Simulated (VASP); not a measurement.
# Ca3Si2 (R-3c) in VASP: notebook

The runs below take Ca3Si2 through relaxation of cell and atoms, single point, with PBE.

All numbers are computed with VASP 6.6.1; they aren't measurements. Logs are shortened: lines on timing, memory, paths and dates and some standing lists are left out, and cuts for length are marked.

## Step 1: The cell of the first run

Symmetry: R-3c, No. 167, trigonal system. The conventional cell has a = 6.662 Å, b = 6.662 Å, c = 18.187 Å, α = 90.00°, β = 90.00°, γ = 120.00°. Within 4.1 Å of Ca (site symmetry 2) lie 4 Si at 2.60 to 2.76 Å and 12 Ca at 3.53 to 4.01 Å. Within 3.4 Å of Si (site symmetry 3) lie 6 Ca at 2.60 to 2.76 Å.

## Step 2: Relaxation of cell and atoms, PBE

Contents of INCAR:

```
SYSTEM = Ca3Si2
PREC = Accurate
ENCUT = 600
EDIFF = 1E-6
ISMEAR = 0
SIGMA = 0.1
LREAL = .False.
LASPH = .True.
NELM = 100
ALGO = Normal
ISIF = 3
LWAVE = .False.
LCHARG = .False.
GGA = PE
IBRION = 2
NSW = 90
EDIFFG = -0.04
```

Contents of KPOINTS:

```
Automatic mesh
0
Gamma
  3 3 3
  0 0 0
```

Contents of POSCAR:

```
Ca3Si2
1.0
    3.3307542644      1.9230118711      6.0624729425
   -3.3307542644      1.9230118711      6.0624729425
    0.0000000000     -3.8460237423      6.0624729425
Ca Si
6 4
Direct
    0.0562500000      0.4437500000      0.7500000000
    0.7500000000      0.0562500000      0.4437500000
    0.4437500000      0.7500000000      0.0562500000
    0.9437500000      0.5562500000      0.2500000000
    0.2500000000      0.9437500000      0.5562500000
    0.5562500000      0.2500000000      0.9437500000
    0.8521800000      0.8521800000      0.8521800000
    0.6478200000      0.6478200000      0.6478200000
    0.1478200000      0.1478200000      0.1478200000
    0.3521800000      0.3521800000      0.3521800000
```

Potentials or basis: VASP PAW PBE potentials, release 64 (Ca_sv, Si).

The run is started by

```bash
cat potpaw_PBE.64/Ca_sv/POTCAR potpaw_PBE.64/Si/POTCAR > POTCAR
mpirun -np 1 vasp_std > vasp.out
```

OUTCAR:

```text
SYSTEM = Ca3Si2
   PREC = Accurate
   ENCUT = 600
   EDIFF = 1E-6
   ISMEAR = 0
   LREAL = .False.
   LASPH = .True.
   NELM = 100
   ISIF = 3
   GGA = PE
   IBRION = 2
   NSW = 90
   EDIFFG = -0.04

 ion  position               nearest neighbor table
   1  0.056  0.444  0.750-   9 2.60  10 2.60   7 2.76   8 2.76
   2  0.750  0.056  0.444-   9 2.60  10 2.60   8 2.76   7 2.76
   3  0.444  0.750  0.056-  10 2.60   9 2.60   7 2.76   8 2.76
   4  0.944  0.556  0.250-   7 2.60   8 2.60   9 2.76  10 2.76
   5  0.250  0.944  0.556-   7 2.60   8 2.60  10 2.76   9 2.76
   6  0.556  0.250  0.944-   8 2.60   7 2.60   9 2.76  10 2.76
   7  0.852  0.852  0.852-   5 2.60   4 2.60   6 2.60   3 2.76   2 2.76   1 2.76
   8  0.648  0.648  0.648-   6 2.60   4 2.60   5 2.60   2 2.76   3 2.76   1 2.76
   9  0.148  0.148  0.148-   2 2.60   1 2.60   3 2.60   6 2.76   5 2.76   4 2.76
  10  0.352  0.352  0.352-   3 2.60   1 2.60   2 2.60   5 2.76   6 2.76   4 2.76

  LATTYP: Found a trigonal (rhomboedric) cell.
 ALAT       =     7.1795178672
 COS(alpha) =     0.5695481095

  Lattice vectors:

 A1 = (   3.3307542644,   1.9230118711,   6.0624729425)
 A2 = (  -3.3307542644,   1.9230118711,   6.0624729425)
 A3 = (   0.0000000000,  -3.8460237423,   6.0624729425)

Analysis of symmetry for initial positions (statically):
=====================================================================
 Subroutine PRICEL returns:
 Original cell was already a primitive cell.

 Routine SETGRP: Setting up the symmetry group for a
 trigonal (rhombohedral) supercell.

 Subroutine GETGRP returns: Found 12 space group operations
 (whereof  6 operations were pure point group operations)
 out of a pool of 12 trial point group operations.

The static configuration has the point symmetry S_6 .
 The point group associated with its full space group is D_3d.

Analysis of symmetry for dynamics (positions and initial velocities):
=====================================================================
 Subroutine PRICEL returns:
 Original cell was already a primitive cell.

 Routine SETGRP: Setting up the symmetry group for a
 trigonal (rhombohedral) supercell.

 Subroutine GETGRP returns: Found 12 space group operations
 (whereof  6 operations were pure point group operations)
 out of a pool of 12 trial point group operations.

The dynamic configuration has the point symmetry S_6 .
 The point group associated with its full space group is D_3d.

 Subroutine INISYM returns: Found 12 space group operations
 (whereof  6 operations are pure point group operations),
 and found     1 'primitive' translations

----------------------------------------------------------------------------------------

                                     Primitive cell

  volume of cell :     232.9837

  direct lattice vectors                    reciprocal lattice vectors
     3.330754264  1.923011871  6.062472943     0.150116148  0.086669598  0.054983063
    -3.330754264  1.923011871  6.062472943    -0.150116148  0.086669598  0.054983063
     0.000000000 -3.846023742  6.062472943     0.000000000 -0.173339197  0.054983063

  length of vectors
     7.179517867  7.179517867  7.179517867     0.181850528  0.181850528  0.181850528

  position of ions in fractional coordinates (direct lattice)
     0.056250000  0.443750000  0.750000000
     0.750000000  0.056250000  0.443750000
     0.443750000  0.750000000  0.056250000
     0.943750000  0.556250000  0.250000000
     0.250000000  0.943750000  0.556250000
     0.556250000  0.250000000  0.943750000
     0.852180000  0.852180000  0.852180000
     0.647820000  0.647820000  0.647820000
     0.147820000  0.147820000  0.147820000
     0.352180000  0.352180000  0.352180000

  ion indices of the primitive-cell ions
   primitive index   ion index
                 1           1
                 2           2
                 3           3
                 4           4
                 5           5
                 6           6
                 7           7
                 8           8
                 9           9
                10          10

----------------------------------------------------------------------------------------

 KPOINTS: Automatic mesh

Automatic generation of k-mesh.
 Grid dimensions read from file:
 generate k-points for:    3    3    3

 Generating k-lattice:

  Cartesian coordinates                     Fractional coordinates (reciprocal lattice)
     0.050038716  0.028889866  0.018327688     0.333333333 -0.000000000  0.000000000
    -0.050038716  0.028889866  0.018327688    -0.000000000  0.333333333  0.000000000
     0.000000000 -0.057779732  0.018327688     0.000000000  0.000000000  0.333333333

  Length of vectors
     0.060616843  0.060616843  0.060616843

  Shift w.r.t. Gamma in fractional coordinates (k-lattice)
     0.000000000  0.000000000  0.000000000

 Subroutine IBZKPT returns following result:
 ===========================================

 Found      6 irreducible k-points:

 Following reciprocal coordinates:
            Coordinates               Weight
  0.000000  0.000000  0.000000      1.000000
  0.333333  0.000000  0.000000      6.000000
  0.333333  0.333333  0.000000      6.000000
 -0.333333  0.333333  0.000000      6.000000
  0.333333  0.333333  0.333333      2.000000
 -0.333333  0.333333  0.333333      6.000000
   k-points           NKPTS =      6   k-points in BZ     NKDIM =      6   number of bands    NBANDS=     45
   number of dos      NEDOS =    301   number of ions     NIONS =     10
   total plane-waves  NPLWV = 216000
   dimension x,y,z NGX =    60 NGY =   60 NGZ =   60
   dimension x,y,z NGXF=   120 NGYF=  120 NGZF=  120
   ions per type =               6   4
   NGX,Y,Z   is equivalent  to a cutoff of  13.89, 13.89, 13.89 a.u.
   NGXF,Y,Z  is equivalent  to a cutoff of  27.79, 27.79, 27.79 a.u.
 SYSTEM =  Ca3Si2
   PREC   = accura    normal or accurate (medium, high low for compatibility)
   ISTART =      0    job   : 0-new  1-cont  2-samecut
   ICHARG =      2    charge: 1-file 2-atom 10-const
   ISPIN  =      1    spin polarized calculation?
   LNONCOLLINEAR =      F non collinear calculations
   LSORBIT =      F    spin-orbit coupling
   LASPH  =      T    aspherical Exc in radial PAW
   ENCUT  =  600.0 eV  44.10 Ry    6.64 a.u.  14.34 14.34 14.34*2*pi/ulx,y,z
   NELM   =    100;   NELMIN=  2; NELMDL= -5     # of ELM steps
   EDIFF  = 0.1E-05   stopping-criterion for ELM
   LREAL  =      F    real-space projection
   EDIFFG = -.4E-01   stopping-criterion for IOM
   NSW    =     90    number of steps for IOM
   IBRION =      2    ionic relax: 0-MD 1-quasi-New 2-CG
   NFREE  =      1    steps in history (QN), initial steepest desc. (CG)
   ISIF   =      3    stress and relaxation
   ISYM   =      2    0-nonsym 1-usesym 2-fastsym
   POTIM  = 0.5000    time-step for ionic-motion
   TEBEG  =    0.0;   TEEND  =   0.0 temperature during run
   PSTRESS=    0.0 pullay stress
   NELECT =      76.0000    total number of electrons
   NUPDOWN=      -1.0000    fix difference up-down
   EMIN   =  10.00;   EMAX   =-10.00  energy-range for DOS
   EFERMI =   0.00;   METHOD = LEGACY
   ISMEAR =     0;   SIGMA  =   0.10  broadening in eV -4-tet -1-fermi 0-gaus
   EFERMI_NEDOS =   21; number of points for ismear=-14 and -15
   IALGO  =     38    algorithm
   IMIX   =      4    mixing-type and parameters
     AMIX     =   0.40;   BMIX     =  1.00
     AMIX_MAG =   1.60;   BMIX_MAG =  1.00
  volume/ion in A,a.u.               =      23.30       157.23
  Fermi-wavevector in a.u.,A,eV,Ry     =   1.126949  2.129624 17.279582  1.270013
  Thomas-Fermi vector in A             =   2.263633
   LORBIT       =      0    0 simple, 1 ext, 2 COOP (PROOUT), +10 PAW based schemes
   GGA     = PE    functional components
   LHFCALC =     F    Hartree Fock is set to
   AEXX    =    0.0000 exact exchange contribution
   IVDW    =     0    specifies the selected vdW correction
   LEPSILON=     F    determine dielectric tensor
   LRPA    =     F    only Hartree local field effects (RPA)
 conjugate gradient relaxation of ions
 non-spin polarized calculation
 Gauss-broadening in eV      SIGMA  =   0.10
  energy-cutoff  :      600.00
  volume of cell :      232.98
 maximum number of plane-waves:      7789
 NGX is ok and might be reduce to    60
   NGX = 29   NGY = 29   NGZ = 29

--------------------------------------- Ionic step        1  -------------------------------------------

 number of electron      76.0000004 magnetization

 Free energy of the ion-electron system (eV)
  ---------------------------------------------------
  ext. energy  EPLUGINS =         0.00000000
  ---------------------------------------------------
  free energy    TOTEN  =       -29.74765957 eV

  energy without entropy =      -29.71498360  energy(sigma->0) =      -29.73132158

------------------------ aborting loop because EDIFF is reached ----------------------------------------

  FORCE on cell =-STRESS in cart. coord.  units (eV):
  Direction    XX          YY          ZZ          XY          YZ          ZX
  --------------------------------------------------------------------------------------
  -------------------------------------------------------------------------------------
  Total       30.3205569     30.3205569     29.2034695     -0.0000000     -0.0000000      0.0000000
  in kB      208.5077180    208.5077180    200.8257563     -0.0000000     -0.0000000      0.0000000
  external PRESSURE =     205.9470641 kB  Pullay stress =       0.0000000 kB
[... 113 lines left out ...]
  FREE ENERGIE OF THE ION-ELECTRON SYSTEM (eV)
  ---------------------------------------------------
  free  energy   TOTEN  =       -34.4114927731 eV

  energy  without entropy=      -34.3554552699  energy(sigma->0) =      -34.38347402

 E-fermi :   3.5592     XC(G=0):  -8.7843

 val. band max:        3.3284115460   @ k =  -0.3333   0.3333   0.0000
 cond. band min:       3.7805257527   @ k =   0.3333   0.3333   0.3333
 fundamental gap:      0.4521142068
 Fermi energy:         3.5591782515

 k-point     1 :       0.0000    0.0000    0.0000
  band No.  band energies     occupation
      1     -37.5083      2.00000
      2     -37.4859      2.00000
      3     -37.4859      2.00000
      4     -37.4856      2.00000
      5     -37.4856      2.00000
      6     -37.4654      2.00000
[... 277 lines left out ...]
     44       5.3875      0.00000
     45       5.6516      0.00000

[... ionic steps 4 to 43 ...]

--------------------------------------- Ionic step       44  -------------------------------------------

 number of electron      75.9999993 magnetization

------------------------ aborting loop because EDIFF is reached ----------------------------------------
[... 83 lines left out ...]
--------------------------------------- Ionic step       46  -------------------------------------------

 number of electron      75.9999992 magnetization

 Free energy of the ion-electron system (eV)
  ---------------------------------------------------
  ext. energy  EPLUGINS =         0.00000000
  ---------------------------------------------------
  free energy    TOTEN  =       -36.27591356 eV

  energy without entropy =      -36.27590027  energy(sigma->0) =      -36.27590691

 E-fermi :   3.3744     XC(G=0):  -8.7174

 val. band max:        3.0913981731   @ k =  -0.3333   0.3333   0.0000
 cond. band min:       3.6357475629   @ k =   0.3333   0.3333   0.3333
 fundamental gap:      0.5443493898
 Fermi energy:         3.3743956164

 k-point     1 :       0.0000    0.0000    0.0000
  band No.  band energies     occupation
      1     -37.6903      2.00000
      2     -37.6716      2.00000
      3     -37.6716      2.00000
      4     -37.6672      2.00000
      5     -37.6672      2.00000
      6     -37.6505      2.00000
[... 314 lines left out ...]
  FREE ENERGIE OF THE ION-ELECTRON SYSTEM (eV)
  ---------------------------------------------------
  free  energy   TOTEN  =       -36.2759135557 eV

  energy  without entropy=      -36.2759002674  energy(sigma->0) =      -36.27590691

 reached required accuracy - stopping structural energy minimisation
```

Run time: 71 min. Hardware: 1 thread of Intel Xeon Platinum 8259CL at 2.50GHz (Skylake/Cascade Lake), shared host; peak memory 0.55 GiB.

Results:

- Free energy: -36.2759 eV
- Relaxed volume: 28.11 Å³/atom
- Relaxed cell: a = 6.650 Å, b = 6.650 Å, c = 6.650 Å, α = 79.57°, β = 79.57°, γ = 79.57°
- Space group after relaxing (to 0.1 Å): R-3c (No. 167)
- Energy gained by relaxing: 652.8 meV/atom
- Ionic steps: 46
- Pressure after relaxing: 0.0 GPa
- Largest force after relaxing: 0.022 eV/Å
- Band gap on the k mesh: 0.54 eV (least direct gap 0.60 eV)

Forces in eV/Å, atoms in the order of the input:
```
Ca  -0.009  0.000  0.000
Ca   0.005 -0.008  0.000
Ca   0.005  0.008  0.000
Ca   0.009  0.000  0.000
Ca  -0.005  0.008  0.000
Ca  -0.005 -0.008  0.000
Si   0.000  0.000 -0.022
Si   0.000  0.000  0.022
Si   0.000  0.000  0.022
Si   0.000  0.000 -0.022
```

Step by step:
```
step  energy change (eV)  largest force (eV/Å)  pressure (GPa)  volume (Å³)
   1              0.0000                0.5204           20.59       232.98
   3             -4.6638                0.3795            0.16       325.07
   5             -4.7037                0.2826           -0.05       327.31
   7             -4.7688                0.1384           -0.04       328.84
   9             -5.1078                0.2777           -1.54       343.21
  11             -5.4214                0.3409           -2.98       353.28
  13             -5.4478                0.3268           -3.19       354.61
  15             -5.4599                0.3158           -3.30       355.31
  17             -5.4787                0.2473           -3.71       357.88
  19             -5.4929                0.2663           -3.58       356.64
  21             -5.6184                0.2125           -3.35       351.73
  23             -5.9972                0.2300           -2.24       332.23
  25             -6.0860                0.5085           -1.48       322.40
  27             -6.1372                0.5828           -1.05       317.08
  29             -6.2759                0.2393            0.85       296.96
  31             -6.3147                0.2046            0.13       301.68
  33             -6.3674                0.1346           -0.73       303.19
  35             -6.4473                0.0886           -0.03       291.66
  37             -6.4589                0.1276            0.34       286.61
  39             -6.4822                0.2081           -0.32       287.27
  41             -6.5118                0.0814           -0.16       279.57
  43             -6.5210                0.0724            0.23       277.84
  45             -6.5258                0.0603           -0.14       281.27
  46             -6.5283                0.0218           -0.03       281.12
```

Final structure:
```
Ca Si
1.0
     4.25555    2.45694    4.48108
    -4.25555    2.45694    4.48108
     0.00000   -4.91389    4.48108
Ca Si
6 4
Direct
  0.07414 0.42586 0.75000
  0.75000 0.07414 0.42586
  0.42586 0.75000 0.07414
  0.92586 0.57414 0.25000
  0.25000 0.92586 0.57414
  0.57414 0.25000 0.92586
  0.84698 0.84698 0.84698
  0.65302 0.65302 0.65302
  0.15302 0.15302 0.15302
  0.34698 0.34698 0.34698
```

Caveat: the volume moved by over 15 % at a fixed basis, so the end points are rough. A k mesh can miss the band edges.

## Step 3: Single point, PBE

This run uses another cell than the first one, of 29.44 Å³/atom.

Contents of INCAR:

```
  ALGO = Fast
  EDIFF = 1E-7
  ENCUT = 520
  GGA = PE
  ISIF = 2
  ISMEAR = 0
  LASPH = True
  LCHARG = False
  LREAL = False
  LWAVE = False
  NBANDS = 49
  NELM = 100
  PREC = Accurate
  SIGMA = 0.1
```

Contents of KPOINTS:

```
k-points
0
Gamma
  6 6 6
```

Contents of POSCAR:

```
Ca3Si2
1.0
    3.6329154185      2.0974646948      6.4395154788
   -3.6329154185      2.0974646948      6.4395154788
    0.0000000000     -4.1949293897      6.4395154788
Ca Si
6 4
Direct
    0.6351359018      0.8648640982      0.2500000000
    0.2500000000      0.6351359018      0.8648640982
    0.8648640982      0.2500000000      0.6351359018
    0.3648640982      0.1351359018      0.7500000000
    0.7500000000      0.3648640982      0.1351359018
    0.1351359018      0.7500000000      0.3648640982
    0.3106402877      0.3106402877      0.3106402877
    0.1893597123      0.1893597123      0.1893597123
    0.6893597123      0.6893597123      0.6893597123
    0.8106402877      0.8106402877      0.8106402877
```

Potentials or basis: VASP PAW PBE potentials, release 64 (Ca_sv, Si).

The run is started by

```bash
cat potpaw_PBE.64/Ca_sv/POTCAR potpaw_PBE.64/Si/POTCAR > POTCAR
mpirun -np 1 vasp_std > vasp.out
```

Wall time 24 min (1 thread of Intel Xeon Platinum 8259CL at 2.50GHz (Skylake/Cascade Lake), shared host); peak memory 0.71 GiB.

Results (log left out):

| Quantity | Value |
| --- | --- |
| Free energy | -35.9159 eV |
| Pressure | 0.0 GPa |
| Largest force | 0.020 eV/Å |
| Band gap on the k mesh | zero (bands 38 and 39 overlap by 0.70 eV) |

Forces on the atoms (eV/Å):
```
Ca   0.010  0.000  0.000
Ca  -0.005  0.009  0.000
Ca  -0.005 -0.009  0.000
Ca  -0.010  0.000  0.000
Ca   0.005 -0.009  0.000
Ca   0.005  0.009  0.000
Si   0.000  0.000 -0.020
Si   0.000  0.000  0.020
Si   0.000  0.000  0.020
Si   0.000  0.000 -0.020
```

Levels at points of the mesh, in eV from the Fermi level:
| k point | band 34 | band 35 | band 36 | band 37 | band 38 | band 39 | band 40 | band 41 | band 42 | band 43 |
| --- | --- | --- | --- | --- | --- | --- | --- | --- | --- | --- |
| (0.00, 0.00, 0.00) | -1.46 | -1.15 | -1.15 | -0.75 | -0.75 | -0.39 | -0.02 | 1.75 | 1.96 | 1.96 |
| (0.50, 0.00, 0.00) | -1.74 | -0.51 | -0.51 | -0.06 | -0.06 | 0.29 | 0.29 | 1.01 | 1.01 | 1.31 |
| (0.50, 0.50, 0.00) | -1.36 | -0.99 | -0.72 | -0.37 | -0.32 | 0.38 | 0.56 | 0.80 | 0.95 | 1.42 |
| (0.50, 0.50, 0.50) | -1.90 | -0.64 | -0.64 | -0.20 | -0.20 | -0.20 | -0.20 | 1.25 | 1.25 | 1.33 |
